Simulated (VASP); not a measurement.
# Mo in VASP: a series of runs

Mo is run at these levels: r2SCAN; tasks: single point.

Everything below comes from runs of VASP 6.6.1. Logs are shortened: lines on timing, memory, paths and dates and some standing lists are left out, and cuts for length are marked.

**1. The cell of the first run**

The structure is cubic, space group Fm-3m (No. 225). Conventional cell: a = 3.829 Å, b = 3.829 Å, c = 3.829 Å, α = 90.00°, β = 90.00°, γ = 90.00°. Within 3.6 Å of Mo (site symmetry m-3m) lie 12 Mo at 2.71 Å.

**2. Single point, r2SCAN (strain -0.050 along x and y, -0.050 along z)**

File POSCAR:

```
Mo
1.0
    0.0000000000      1.9142500000      1.9142500000
    1.9142500000      0.0000000000      1.9142500000
    1.9142500000      1.9142500000      0.0000000000
Mo
1
Direct
    0.0000000000      0.0000000000      0.0000000000
```

File INCAR.step1:

```
PREC     = Accurate       # precision mode
ENCUT    = 520            # plane-wave cutoff, eV
ISMEAR   = 0              # smearing method
SIGMA    = 0.15           # smearing width, eV
LREAL    = False          # projectors in reciprocal space
LASPH    = True           # aspherical terms in the spheres
NELM     = 80             # most SCF steps
NBANDS   = 13             # bands
GGA      = PE             # functional
ALGO     = Normal         # electronic algorithm
EDIFF    = 1E-4           # SCF threshold, eV
LWAVE    = True           # write WAVECAR
LCHARG   = False          # write CHGCAR
```

File INCAR.step2:

```
PREC     = Accurate       # precision mode
ENCUT    = 520            # plane-wave cutoff, eV
EDIFF    = 1E-7           # SCF threshold, eV
ISMEAR   = 0              # smearing method
SIGMA    = 0.15           # smearing width, eV
LREAL    = False          # projectors in reciprocal space
LASPH    = True           # aspherical terms in the spheres
NELM     = 80             # most SCF steps
ALGO     = Normal         # electronic algorithm
ISIF     = 2              # what is computed and relaxed
LWAVE    = False          # write WAVECAR
LCHARG   = True           # write CHGCAR
METAGGA  = R2SCAN         # meta-GGA
LMIXTAU  = True         
LELF     = True           # ELF
LVHAR    = True         
NBANDS   = 13             # bands
ISTART   = 1
```

File KPOINTS:

```
regular mesh
0
Gamma
  20 20 20
```

Potentials or basis: VASP PAW PBE potentials, release 64 (Mo_sv).

On the command line:

```console
$ cat potpaw_PBE.64/Mo_sv/POTCAR > POTCAR
$ cp INCAR.step1 INCAR
$ mpirun -np 1 vasp_std > vasp.out
$ cp INCAR.step2 INCAR
$ mpirun -np 1 vasp_std > vasp.out
```

OUTCAR:

```text
PREC = Accurate
   ENCUT = 520
   EDIFF = 1E-7
   ISMEAR = 0
   LREAL = False
   LASPH = True
   NELM = 80
   ISIF = 2
   METAGGA = R2SCAN
   ISTART = 1

 ion  position               nearest neighbor table
   1  0.000  0.000  0.000-

  LATTYP: Found a face centered cubic cell.
 ALAT       =     3.8285000000

  Lattice vectors:

 A1 = (   0.0000000000,   1.9142500000,   1.9142500000)
 A2 = (   1.9142500000,   0.0000000000,   1.9142500000)
 A3 = (   1.9142500000,   1.9142500000,   0.0000000000)

Analysis of symmetry for initial positions (statically):
=====================================================================
 Subroutine PRICEL returns:
 Original cell was already a primitive cell.

 Routine SETGRP: Setting up the symmetry group for a
 face centered cubic supercell.

 Subroutine GETGRP returns: Found 48 space group operations
 (whereof 48 operations were pure point group operations)
 out of a pool of 48 trial point group operations.

The static configuration has the point symmetry O_h .

Analysis of symmetry for dynamics (positions and initial velocities):
=====================================================================
 Subroutine PRICEL returns:
 Original cell was already a primitive cell.

 Routine SETGRP: Setting up the symmetry group for a
 face centered cubic supercell.

 Subroutine GETGRP returns: Found 48 space group operations
 (whereof 48 operations were pure point group operations)
 out of a pool of 48 trial point group operations.

The dynamic configuration has the point symmetry O_h .

 Subroutine INISYM returns: Found 48 space group operations
 (whereof 48 operations are pure point group operations),
 and found     1 'primitive' translations

----------------------------------------------------------------------------------------

                                     Primitive cell

  volume of cell :      14.0290

  direct lattice vectors                    reciprocal lattice vectors
     0.000000000  1.914250000  1.914250000    -0.261198903  0.261198903  0.261198903
     1.914250000  0.000000000  1.914250000     0.261198903 -0.261198903  0.261198903
     1.914250000  1.914250000  0.000000000     0.261198903  0.261198903 -0.261198903

  length of vectors
     2.707158312  2.707158312  2.707158312     0.452409771  0.452409771  0.452409771

  position of ions in fractional coordinates (direct lattice)
     0.000000000  0.000000000  0.000000000

  ion indices of the primitive-cell ions
   primitive index   ion index
                 1           1

----------------------------------------------------------------------------------------

 KPOINTS: regular mesh

Automatic generation of k-mesh.
 Grid dimensions read from file:
 generate k-points for:   20   20   20

 Generating k-lattice:

  Cartesian coordinates                     Fractional coordinates (reciprocal lattice)
    -0.013059945  0.013059945  0.013059945     0.050000000  0.000000000  0.000000000
     0.013059945 -0.013059945  0.013059945     0.000000000  0.050000000  0.000000000
     0.013059945  0.013059945 -0.013059945     0.000000000  0.000000000  0.050000000

  Length of vectors
     0.022620489  0.022620489  0.022620489

  Shift w.r.t. Gamma in fractional coordinates (k-lattice)
     0.000000000  0.000000000  0.000000000

 Subroutine IBZKPT returns following result:
 ===========================================

 Found    256 irreducible k-points:

 Following reciprocal coordinates:
            Coordinates               Weight
  0.000000  0.000000  0.000000      1.000000
  0.050000  0.000000  0.000000      8.000000
  0.100000  0.000000  0.000000      8.000000
  0.150000  0.000000  0.000000      8.000000
  0.200000  0.000000  0.000000      8.000000
  0.250000  0.000000  0.000000      8.000000
[... 16 lines left out ...]
 -0.400000  0.050000  0.000000     24.000000
 -0.350000  0.050000  0.000000     24.000000
 [... further k-points ...]
   k-points           NKPTS =    256   k-points in BZ     NKDIM =    256   number of bands    NBANDS=     13
   number of dos      NEDOS =    301   number of ions     NIONS =      1
   total plane-waves  NPLWV =   8000
   dimension x,y,z NGX =    20 NGY =   20 NGZ =   20
   dimension x,y,z NGXF=    40 NGYF=   40 NGZF=   40
   ions per type =               1
   NGX,Y,Z   is equivalent  to a cutoff of  12.28, 12.28, 12.28 a.u.
   NGXF,Y,Z  is equivalent  to a cutoff of  24.56, 24.56, 24.56 a.u.
 SYSTEM =  unknown system
   PREC   = accura    normal or accurate (medium, high low for compatibility)
   ISTART =      1    job   : 0-new  1-cont  2-samecut
   ICHARG =      0    charge: 1-file 2-atom 10-const
   ISPIN  =      1    spin polarized calculation?
   LNONCOLLINEAR =      F non collinear calculations
   LSORBIT =      F    spin-orbit coupling
   LASPH  =      T    aspherical Exc in radial PAW
   ENCUT  =  520.0 eV  38.22 Ry    6.18 a.u.   5.03  5.03  5.03*2*pi/ulx,y,z
   NELM   =     80;   NELMIN=  2; NELMDL=  0     # of ELM steps
   EDIFF  = 0.1E-06   stopping-criterion for ELM
   LREAL  =      F    real-space projection
   EDIFFG = 0.1E-05   stopping-criterion for IOM
   NSW    =      0    number of steps for IOM
   IBRION =     -1    ionic relax: 0-MD 1-quasi-New 2-CG
   NFREE  =      0    steps in history (QN), initial steepest desc. (CG)
   ISIF   =      2    stress and relaxation
   ISYM   =      2    0-nonsym 1-usesym 2-fastsym
   POTIM  = 0.5000    time-step for ionic-motion
   TEBEG  =    0.0;   TEEND  =   0.0 temperature during run
   PSTRESS=    0.0 pullay stress
   NELECT =      14.0000    total number of electrons
   NUPDOWN=      -1.0000    fix difference up-down
   EMIN   =  10.00;   EMAX   =-10.00  energy-range for DOS
   EFERMI =   0.00;   METHOD = LEGACY
   ISMEAR =     0;   SIGMA  =   0.15  broadening in eV -4-tet -1-fermi 0-gaus
   EFERMI_NEDOS =   21; number of points for ismear=-14 and -15
   IALGO  =     38    algorithm
   IMIX   =      4    mixing-type and parameters
     AMIX     =   0.40;   BMIX     =  1.00
     AMIX_MAG =   1.60;   BMIX_MAG =  1.00
  volume/ion in A,a.u.               =      14.03        94.67
  Fermi-wavevector in a.u.,A,eV,Ry     =   1.635971  3.091536 36.414635  2.676400
  Thomas-Fermi vector in A             =   2.727355
   LORBIT       =      0    0 simple, 1 ext, 2 COOP (PROOUT), +10 PAW based schemes
   METAGGA = R2SCAN    functional components
   LHFCALC =     F    Hartree Fock is set to
   AEXX    =    0.0000 exact exchange contribution
   IVDW    =     0    specifies the selected vdW correction
   LEPSILON=     F    determine dielectric tensor
   LRPA    =     F    only Hartree local field effects (RPA)
 non-spin polarized calculation
 Gauss-broadening in eV      SIGMA  =   0.15
  energy-cutoff  :      520.00
  volume of cell :       14.03
 maximum number of plane-waves:       388
   NGX =  9   NGY =  9   NGZ =  9

 number of electron      13.9999998 magnetization

 Free energy of the ion-electron system (eV)
  ---------------------------------------------------
  ext. energy  EPLUGINS =         0.00000000
  ---------------------------------------------------
  free energy    TOTEN  =       -25.38608510 eV

  energy without entropy =      -25.37507921  energy(sigma->0) =      -25.38058216

 E-fermi :  13.9265     XC(G=0): -15.3052

 val. band max:       13.8984962862   @ k =   0.4000   0.1500   0.0500
 cond. band min:      13.9289375075   @ k =   0.3500   0.0000   0.0000
 fundamental gap:      0.0304412213
 Fermi energy:        13.9265274641

 k-point     1 :       0.0000    0.0000    0.0000
  band No.  band energies     occupation
      1     -48.7288      2.00000
      2     -20.9115      2.00000
      3     -20.9115      2.00000
      4     -20.9115      2.00000
      5       6.4544      2.00000
      6      12.9239      2.00000
      7      12.9239      2.00000
      8      12.9239      2.00000
      9      16.4207      0.00000
     10      16.4207      0.00000
     11      27.5093      0.00000
     12      33.9548      0.00000
     13      33.9548      0.00000

 k-point     2 :       0.0500    0.0000    0.0000
  band No.  band energies     occupation
      1     -48.7188      2.00000
      2     -20.9678      2.00000
      3     -20.9182      2.00000
      4     -20.9182      2.00000
      5       6.5803      2.00000
      6      12.8303      2.00000
      7      12.9821      2.00000
      8      12.9821      2.00000
      9      16.3672      0.00000
     10      16.3672      0.00000
     11      27.7620      0.00000
     12      33.4079      0.00000
     13      34.1835      0.00000

 k-point     3 :       0.1000    0.0000    0.0000
  band No.  band energies     occupation
      1     -48.6898      2.00000
      2     -21.1296      2.00000
      3     -20.9376      2.00000
      4     -20.9376      2.00000
      5       6.9401      2.00000
      6      12.5894      2.00000
      7      13.1393      2.00000
      8      13.1393      2.00000
      9      16.2377      0.00000
     10      16.2377      0.00000
     11      28.4603      0.00000
     12      32.2825      0.00000
     13      34.8512      0.00000
[... 305 lines left out ...]
 k-point    23 :      -0.4000    0.0500    0.0000
  band No.  band energies     occupation
      1     -48.3304      2.00000
      2     -22.8795      2.00000
      3     -21.2143      2.00000
      4     -21.1553      2.00000
      5       8.5367      2.00000
      6      12.7343      2.00000
      7      12.9184      2.00000
      8      14.9630      0.00000
      9      18.1990      0.00000
     10      19.0934      0.00000
     11      27.0278      0.00000
     12      29.5674      0.00000
     13      35.7444      0.00000

 k-point    24 :      -0.3500    0.0500    0.0000
  band No.  band energies     occupation
      1     -48.3728      2.00000
      2     -22.6873      2.00000
      3     -21.1948      2.00000
      4     -21.1219      2.00000
      5       8.6578      2.00000
      6      12.9220      2.00000
      7      13.0739      2.00000
      8      14.0468      0.25695
      9      17.5062      0.00000
     10      18.5396      0.00000
     11      27.2072      0.00000
     12      31.0848      0.00000
     13      36.7931      0.00000

 [... further k-points ...]
[... 5 lines left out ...]
  --------------------------------------------------------------------------------------
  -------------------------------------------------------------------------------------
  Total        3.5403472      3.5403472      3.5403472      0.0000000     -0.0000000      0.0000000
  in kB      404.3248868    404.3248868    404.3248868      0.0000000     -0.0000000      0.0000000
  external PRESSURE =     404.3248868 kB  Pullay stress =       0.0000000 kB

 VOLUME and BASIS-vectors are now :
 -----------------------------------------------------------------------------
  energy-cutoff  :      520.00
  volume of cell :       14.03
      direct lattice vectors                 reciprocal lattice vectors
     0.000000000  1.914250000  1.914250000    -0.261198903  0.261198903  0.261198903
     1.914250000  0.000000000  1.914250000     0.261198903 -0.261198903  0.261198903
     1.914250000  1.914250000  0.000000000     0.261198903  0.261198903 -0.261198903

 POSITION                                       TOTAL-FORCE (eV/Angst)
 -----------------------------------------------------------------------------------
      0.00000      0.00000      0.00000        -0.000000      0.000000     -0.000000
 -----------------------------------------------------------------------------------
    total drift:                                0.000000     -0.000000     -0.000000

  FREE ENERGIE OF THE ION-ELECTRON SYSTEM (eV)
  ---------------------------------------------------
  free  energy   TOTEN  =       -25.3860851012 eV

  energy  without entropy=      -25.3750792140  energy(sigma->0) =      -25.38058216
```

Wall time 88 s (1 thread of Intel Xeon Platinum 8488C (Sapphire Rapids), shared host); peak memory 0.16 GiB.

What came out:

* Free energy: -25.3861 eV
* Pressure: 40.4 GPa
* Band gap on the k mesh: zero (band 7 reaches 18.98 eV, above the bottom of band 8 at 12.92 eV)

Caveat: the cell differs from its parent crystal (strain -0.050 along x and y, -0.050 along z); the PAW data sets were made with another functional, which shifts forces and pressure a little.

**3. Single point, r2SCAN (strain -0.050 along x and y, +0.000 along z)**

File POSCAR:

```
Mo
1.0
    0.0000000000      1.9142500000      2.0150000000
    1.9142500000      0.0000000000      2.0150000000
    1.9142500000      1.9142500000      0.0000000000
Mo
1
Direct
    0.0000000000      0.0000000000      0.0000000000
```

File INCAR.step1:

```
SYSTEM = Mo
PREC = Accurate ; ENCUT = 520
ISMEAR = 0 ; SIGMA = 0.15
LREAL = .False. ; LASPH = .True.
NELM = 100 ; NBANDS = 13
GGA = PE ; ALGO = Normal
EDIFF = 1E-4 ; LWAVE = .True.
LCHARG = .False.
```

File INCAR.step2:

```
SYSTEM = Mo
PREC = Accurate ; ENCUT = 520
EDIFF = 1E-6 ; ISMEAR = 0
SIGMA = 0.15 ; LREAL = .False.
LASPH = .True. ; NELM = 100
ALGO = Normal ; ISIF = 2
LWAVE = .False. ; LCHARG = .True.
METAGGA = R2SCAN ; LMIXTAU = .True.
LELF = .True. ; LVHAR = .True.
NBANDS = 13 ; ISTART = 1
```

File KPOINTS:

```
regular mesh
0
Gamma
  20 20 20
  0 0 0
```

Potentials or basis: VASP PAW PBE potentials, release 64 (Mo_sv).

On the command line:

```console
$ cat potpaw_PBE.64/Mo_sv/POTCAR > POTCAR
$ cp INCAR.step1 INCAR
$ mpirun -np 1 vasp_std > vasp.out
$ cp INCAR.step2 INCAR
$ mpirun -np 1 vasp_std > vasp.out
```

Run time: 3.5 min. Hardware: 1 thread of Intel Xeon Platinum 8488C (Sapphire Rapids), shared host; peak memory 0.23 GiB.

Results (log left out):

```
Free energy            : -25.5452 eV
Pressure               : 22.0 GPa
Band gap on the k mesh : zero (band 7 reaches 17.70 eV, above the bottom of band 8 at 12.43 eV)
```

Stress tensor (GPa, compression positive):
```
18.82  0.00  0.00
 0.00 18.82  0.00
 0.00  0.00 28.49
```

Levels at points of the mesh, in eV from the Fermi level:
```
           k point  band 5  band 6  band 7  band 8  band 9  band 10
(0.00, 0.00, 0.00)   -7.42   -1.45   -0.67   -0.67    1.74     2.82
(0.50, 0.00, 0.00)   -5.37   -1.51   -0.69    1.78    4.45     4.82
(0.50, 0.50, 0.00)   -5.80   -5.10    3.89    4.77    5.25     5.25
(0.50, 0.00, 0.50)   -5.86   -5.17    4.59    4.90    5.02     5.66
```

Caveat: the cell differs from its parent crystal (strain -0.050 along x and y, +0.000 along z); the PAW data sets were made with another functional, which shifts forces and pressure a little.

**4. Single point, r2SCAN (strain +0.000 along x and y, +0.050 along z)**

File POSCAR:

```
Mo
1.0
    0.0000000000      2.0150000000      2.1157500000
    2.0150000000      0.0000000000      2.1157500000
    2.0150000000      2.0150000000      0.0000000000
Mo
1
Direct
    0.0000000000      0.0000000000      0.0000000000
```

File INCAR.step1:

```
SYSTEM = Mo
  PREC = Accurate
  ENCUT = 520
  ISMEAR = 0
  SIGMA = 0.15
  LREAL = .FALSE.
  LASPH = .TRUE.
  NELM = 60
  NBANDS = 13
  GGA = PE
  ALGO = Normal
  EDIFF = 1E-4
  LWAVE = .TRUE.
  LCHARG = .FALSE.
```

File INCAR.step2:

```
SYSTEM = Mo
  PREC = Accurate
  ENCUT = 520
  EDIFF = 1E-7
  ISMEAR = 0
  SIGMA = 0.15
  LREAL = .FALSE.
  LASPH = .TRUE.
  NELM = 60
  ALGO = Normal
  ISIF = 2
  LWAVE = .FALSE.
  LCHARG = .TRUE.
  METAGGA = R2SCAN
  LMIXTAU = .TRUE.
  LELF = .TRUE.
  LVHAR = .TRUE.
  NBANDS = 13
  ISTART = 1
```

File KPOINTS:

```
regular mesh
0
G
  20 20 20
  0 0 0
```

On the command line:

```console
$ cat potpaw_PBE.64/Mo_sv/POTCAR > POTCAR
$ cp INCAR.step1 INCAR
$ mpirun -np 1 vasp_std > vasp.out
$ cp INCAR.step2 INCAR
$ mpirun -np 1 vasp_std > vasp.out
```

It took 4.3 min on 1 thread of Intel Xeon Platinum 8488C (Sapphire Rapids), shared host; peak memory 0.26 GiB.

Results (log left out):

```
Free energy            : -25.5517 eV
Pressure               : -16.3 GPa
Band gap on the k mesh : zero (band 7 reaches 14.50 eV, above the bottom of band 8 at 10.26 eV)
```

Stress tensor (GPa, compression positive):
```
-19.36   0.00   0.00
  0.00 -19.36   0.00
  0.00   0.00 -10.15
```

Levels at points of the mesh, in eV from the Fermi level:
```
           k point  band 4  band 5  band 6  band 7  band 8  band 9  band 10  band 11
(0.00, 0.00, 0.00)  -35.45   -6.99   -1.14   -0.49   -0.49    1.49     2.33    13.52
(0.50, 0.00, 0.00)  -35.56   -4.61   -1.14   -0.47    1.20    3.64     3.90    10.59
(0.50, 0.50, 0.00)  -35.79   -4.77   -4.16    3.01    3.88    4.24     4.24    12.96
(0.50, 0.00, 0.50)  -35.86   -4.77   -4.19    3.74    3.98    3.98     4.54    11.89
```

Caveat: the cell differs from its parent crystal (strain +0.000 along x and y, +0.050 along z); the PAW data sets were made with another functional, which shifts forces and pressure a little.

**5. Summary**

| cell | gap on the mesh (eV) | pressure (GPa) |
| --- | --- | --- |
| a = 2.707 Å, angles 60.0°, 1 atom | none | 40.4 |
| a = 2.779, b = 2.779, c = 2.707 Å, angles 60.9, 60.9, 58.3°, 1 atom | none | 22.0 |
| a = 2.922, b = 2.922, c = 2.850 Å, angles 60.8, 60.8, 58.4°, 1 atom | none | -16.3 |

Alike in all rows: task single point; level r2SCAN; potentials or basis VASP PAW PBE potentials, release 64 (Mo_sv); no spin polarisation; k mesh 20 × 20 × 20; cutoff (eV) 520; smearing gaussian 0.15 eV.

Caveats: the PAW data sets were made with another functional, which shifts forces and pressure a little.

Absolute energies hang on the potentials; compare differences alone.
